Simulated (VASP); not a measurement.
## HfN: vibrations by perturbation theory with PBEsol

Crystal: HfN.

```xyz
2
Lattice="0.0000 2.2093 2.2093 2.2093 0.0000 2.2093 2.2093 2.2093 0.0000" Properties=species:S:1:pos:R:3 pbc="T T T"
Hf    0.0000    0.0000    0.0000
N     2.2093    2.2093    2.2093
```

```json
{
 "Program": "VASP 6.6.1",
 "Task": "vibrations by perturbation theory",
 "Functional": "PBEsol",
 "Potentials or basis": "VASP PAW PBE potentials, release 64 (Hf_pv, N)",
 "Cutoff": "520 eV",
 "k mesh": "16 × 16 × 16",
 "Occupations": "fermi-dirac, width 0.15 eV",
 "Spin": "no spin polarisation",
 "Dipole correction": "no",
 "Further INCAR settings": "ALGO = Normal; EDIFF = 1e-08; NBANDS = 14; IBRION = 8; NSW = 1"
}
```

```
Highest phonon frequency at Γ : 560 cm⁻¹
```

Phonon frequencies in cm⁻¹ (negative: imaginary):
```tsv
q point	frequencies
(0.000, 0.000, 0.000)	0 0 0 560 560 560
```

Wall time 2.4 min on 1 thread of Intel(R) Xeon(R) Platinum 8488C (Sapphire Rapids), on a shared host, peak memory 0.38 GiB.

Caveat: the cell stands under pressure or tension, which shifts response properties.
